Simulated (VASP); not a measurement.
Write the native input for VASP 6.6.1 that does the following.

| Property | Result |
| --- | --- |
| Task | single point |
| Functional | PBE |
| Dispersion | D3(BJ) |
| Potentials or basis | VASP PAW PBE potentials, release 64 (Mo_sv, S) |
| Cutoff | 500 eV |
| k mesh | 12 × 12 × 6 |
| Occupations | gaussian, width 0.05 eV |
| Spin | no spin polarisation |
| Dipole correction | no |
| Further INCAR settings | ALGO = Normal; EDIFF = 1e-06; NBANDS = 20 |

The structure of MoS2 lies in POSCAR:

```
MoS2
1.0
    3.0792890863      0.0000000000      0.0000000000
   -1.5396445432      2.6667425743      0.0000000000
    0.0000000000      0.0000000000      6.6728194499
Mo S
1 2
Direct
    0.0000000000      0.0000000000      0.0000000000
    0.3333333333      0.6666666667      0.2357940733
    0.3333333333      0.6666666667      0.7642059267
```

One way to write it, as run:

INCAR

```
SYSTEM = MoS2
PREC = Accurate
ENCUT = 500
EDIFF = 1E-6
ISMEAR = 0
SIGMA = 0.05
LREAL = .FALSE.
LASPH = .TRUE.
NELM = 120
ALGO = Normal
ISIF = 2
LWAVE = .FALSE.
LCHARG = .FALSE.
GGA = PE
IVDW = 12
NBANDS = 20
GGA_COMPAT = .FALSE.
```

KPOINTS

```
regular mesh
0
G
  12 12 6
  0 0 0
```

Potentials or basis: VASP PAW PBE potentials, release 64 (Mo_sv, S).

Command:

```sh
$ cat potpaw_PBE.64/Mo_sv/POTCAR potpaw_PBE.64/S/POTCAR > POTCAR
$ mpirun -np 1 vasp_std > vasp.out
```

It gave:

The pressure is 5.9 GPa, the largest force is 0.348 eV/Å and the band gap on the k mesh is 1.35 eV (least direct gap 2.02 eV). The dispersion energy per atom is -0.415 eV.

Caveat: the cell stands under pressure.

It took 40 s on 1 thread of Intel(R) Xeon(R) Platinum 8488C (Sapphire Rapids), on a shared host, peak memory 0.23 GiB.
